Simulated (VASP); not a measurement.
Set up this calculation in VASP 6.6.1, as the native input.

```yaml
Task: single point
Functional: PBE
Dispersion: D3(BJ)
Potentials_or_basis: VASP PAW PBE potentials, release 64 (Sn_d, O)
Cutoff: 520 eV
k_mesh: 8 × 8 × 6
Occupations: gaussian, width 0.01 eV
Spin: no spin polarisation
Dipole_correction: no
Further_INCAR_settings: ALGO = Normal; EDIFF = 1e-06; NBANDS = 28
```

The structure of SnO lies in POSCAR:

```
SnO
1.0
    3.8383197996      0.0000000000      0.0000000000
    0.0000000000      3.8383197996      0.0000000000
    0.0000000000      0.0000000000      4.7638769067
Sn O
2 2
Direct
    0.5000000000      0.0000000000      0.2430166508
    0.0000000000      0.5000000000      0.7569833492
    0.0000000000      0.0000000000      0.0000000000
    0.5000000000      0.5000000000      0.0000000000
```

These files were run (other wordings do the same):

INCAR

```
SYSTEM = SnO
ALGO = Normal ; EDIFF = 1E-6
ENCUT = 520 ; GGA = PE
ISIF = 2 ; ISMEAR = 0
IVDW = 12 ; LASPH = .TRUE.
LCHARG = .FALSE. ; LREAL = .FALSE.
LWAVE = .FALSE. ; NBANDS = 28
NELM = 80 ; PREC = Accurate
SIGMA = 0.01
```

KPOINTS

```
k-points
0
G
  8 8 6
  0 0 0
```

Potentials or basis: VASP PAW PBE potentials, release 64 (Sn_d, O).

The run is started by

```console
$ cat potpaw_PBE.64/Sn_d/POTCAR potpaw_PBE.64/O/POTCAR > POTCAR
$ mpirun -np 1 vasp_std > vasp.out
```

It gave:

The pressure is 0.2 GPa. The largest force is 0.082 eV/Å. The dispersion energy per atom is -0.234 eV.

It took 79 s on 1 thread of Intel(R) Xeon(R) Platinum 8488C (Sapphire Rapids), on a shared host, peak memory 0.25 GiB.
